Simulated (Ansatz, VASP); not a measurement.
**Two plane-wave programs on SiC**

```
Si C
1.0
     0.00000    2.18985    2.18985
     2.18985    0.00000    2.18985
     2.18985    2.18985    0.00000
Si C
1 1
Cartesian
  3.2848 3.2848 3.2848
  0.0000 0.0000 0.0000
```

Alike in both runs: task single point; functional PBE; k mesh 11 × 11 × 11; occupations fermi-dirac, width 0.01 eV; no spin polarisation.

```csv
,VASP,Ansatz
version,VASP 6.6.1,Ansatz 0.2.0
potentials or method,"VASP PAW PBE potentials, release 64 (Si, C), cutoff 600 eV",plane-wave PAW DFT
valence electrons in the cell,8,8
```

|  | VASP | Ansatz | Ansatz less VASP |
| --- | --- | --- | --- |
| gap on the k mesh at the Fermi level (eV) | 1.47 | 1.47 | +0.002 |

The functional is the same, so the differences come from potentials, cutoffs and numerics.
